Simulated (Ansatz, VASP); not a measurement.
# HfN: VASP beside Ansatz

File POSCAR:

```
HfN
1.0
    0.0000000000      2.2627502416      2.2627502416
    2.2627502416      0.0000000000      2.2627502416
    2.2627502416      2.2627502416      0.0000000000
Hf N
1 1
Direct
    0.0000000000      0.0000000000      0.0000000000
    0.5000000000      0.5000000000      0.5000000000
```

INCAR.step1

```
SYSTEM = HfN
PREC = Accurate
ENCUT = 520
ISMEAR = -1
SIGMA = 0.1
LREAL = .FALSE.
LASPH = .TRUE.
NELM = 100
NBANDS = 14
GGA = PE
ALGO = Normal
EDIFF = 1E-4
LWAVE = .TRUE.
LCHARG = .FALSE.
```

Contents of INCAR.step2:

```
SYSTEM = HfN
PREC = Accurate
ENCUT = 520
EDIFF = 1E-6
ISMEAR = -1
SIGMA = 0.1
LREAL = .FALSE.
LASPH = .TRUE.
NELM = 100
ALGO = Normal
ISIF = 2
LWAVE = .FALSE.
LCHARG = .FALSE.
METAGGA = R2SCAN
LMIXTAU = .TRUE.
NBANDS = 14
ISTART = 1
```

The input KPOINTS:

```
regular mesh
0
G
  15 15 15
  0 0 0
```

Input for Ansatz:

```yaml
crystal:
  lattice:
    - [0.0, 2.2627502416, 2.2627502416]
    - [2.2627502416, 0.0, 2.2627502416]
    - [2.2627502416, 2.2627502416, 0.0]
  atoms:
    - { symbol: Hf, position: [0.0, 0.0, 0.0] }
    - { symbol: "N", position: [0.5, 0.5, 0.5] }
kpoints:
  mp_grid: { grid: [15, 15, 15] }
  band_path:
    path:
      - [0.0, 0.0, 0.0]
      - [0.5, 0.0, 0.5]
      - [0.625, 0.25, 0.625]
      - [0.375, 0.375, 0.75]
      - [0.0, 0.0, 0.0]
      - [0.5, 0.5, 0.5]
      - [0.5, 0.25, 0.75]
      - [0.5, 0.0, 0.5]
    npoints: 8
scf:
  occupations: { method: fermi_dirac, width: 0.1 }
hamiltonian:
  xc: r2scan
  pseudopotentials: { kind: paw }
output:
  forces: true
  stress: true
  eigenvalues: true
  populations: true
  dos: { projected: true, de: 0.2, e_range: [-14, 8] }
```

Change from the starting cell: volume scaled by 1, PAW files.

Alike in both runs: task single point; functional r2SCAN; k mesh 15 × 15 × 15; occupations fermi-dirac, width 0.1 eV; no spin polarisation.

```csv
,VASP,Ansatz
version,VASP 6.6.1,Ansatz 0.2.0
potentials or method,"VASP PAW PBE potentials, release 64 (Hf_pv, N)","PAW with Ansatz's default frozen-core files, scalar-relativistic"
plane-wave cutoff (eV),520,500
valence electrons in the cell,15,31
```

|  | VASP | Ansatz | Ansatz less VASP |
| --- | --- | --- | --- |
| pressure (GPa) | -2.6 | 0.0 | +2.66 |

VASP's potentials were made for PBE, not for r2SCAN. VASP's potentials hold 15 valence electrons a cell and Ansatz's 31, so a difference there can come from the potentials and not from the codes.

Spin-orbit coupling is off throughout.
